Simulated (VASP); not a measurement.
# Cu: single point with PBE

The system is Cu.

```
Cu
1.0
     0.00000    1.66290    1.95210
     1.66290    0.00000    1.95210
     1.66290    1.66290    0.00000
Cu
1
Direct
  0.00000 0.00000 0.00000
```

This cell differs from its parent crystal: strain -0.080 along x and y, +0.080 along z.

```
Program                : VASP 6.6.1
Task                   : single point
Functional             : PBE
Potentials or basis    : VASP PAW PBE potentials, release 64 (Cu)
Cutoff                 : 520 eV
k mesh                 : 22 × 22 × 22
Occupations            : gaussian, width 0.15 eV
Spin                   : no spin polarisation
Dipole correction      : no
Further INCAR settings : ALGO = Fast; EDIFF = 1e-06; NBANDS = 12
```

```yaml
Pressure: 21.2 GPa
```

Stress tensor (GPa, compression positive):
```
27.96  0.00  0.00
 0.00 27.96  0.00
 0.00  0.00  7.62
```

Levels at points of the mesh, in eV from the Fermi level:
| k point | band 2 | band 3 | band 4 | band 5 | band 6 | band 7 | band 8 | band 9 | band 10 | band 11 |
| --- | --- | --- | --- | --- | --- | --- | --- | --- | --- | --- |
| (0.00, 0.00, 0.00) | -3.99 | -3.01 | -3.01 | -2.99 | -2.02 | 23.76 | 25.76 | 27.18 | 27.18 | 29.41 |
| (0.50, 0.00, 0.00) | -3.84 | -3.00 | -1.92 | -1.67 | -1.24 | 4.31 | 18.27 | 23.47 | 24.84 | 26.49 |
| (0.50, 0.50, 0.00) | -4.97 | -1.73 | -1.67 | -1.67 | -0.74 | 4.99 | 16.57 | 16.57 | 20.87 | 24.26 |
| (0.50, 0.00, 0.50) | -4.90 | -1.98 | -1.90 | -1.28 | 2.71 | 9.22 | 12.60 | 12.89 | 17.63 | 20.86 |

Wall time 45 s on 1 thread of Intel(R) Xeon(R) 6975P-C (Granite Rapids), with other jobs on the host, peak memory 0.22 GiB.

Caveat: the cell differs from its parent crystal (strain -0.080 along x and y, +0.080 along z).
